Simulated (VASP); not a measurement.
SiO2, 6 atoms in the cell. Symmetry: P4_2nm, No. 102, tetragonal system. Conventional cell: a = 4.236 Å, b = 4.236 Å, c = 2.690 Å, α = 90.00°, β = 90.00°, γ = 90.00°. Si (site symmetry 2mm) has 6 O at 1.65 to 1.91 Å within 2.2 Å. Within 2.2 Å of O (site symmetry m) lie 3 Si at 1.65 to 1.91 Å.  This cell differs from its parent crystal: all Si atoms moved +0.175 Å, as atom 1 towards its neighbour atom 1 (Si) at 2.690 Å.

```yaml
Program: VASP 6.6.1
Task: single point
Functional: PBE
Potentials_or_basis: VASP PAW PBE potentials, release 64 (Si, O)
Cutoff: 520 eV
k_mesh: 6 × 6 × 8
Occupations: gaussian, width 0.05 eV
Spin: no spin polarisation
Dipole_correction: no
Further_INCAR_settings: ALGO = Normal; EDIFF = 1e-07; NBANDS = 25
```

Potentials or basis: VASP PAW PBE potentials, release 64 (Si, O).

The run is started by

```console
$ cat potpaw_PBE.64/Si/POTCAR potpaw_PBE.64/O/POTCAR > POTCAR
$ mpirun -np 1 vasp_std > vasp.out
```

Hardware: 1 thread of Intel Xeon 8259CL, with other jobs on the host.

Task: How long does it take, and how much memory?

Result: Run time: 64 s on 1 thread of Intel Xeon 8259CL (shared host), peak memory 0.18 GiB. Counts: scf iterations 14, k points 50.
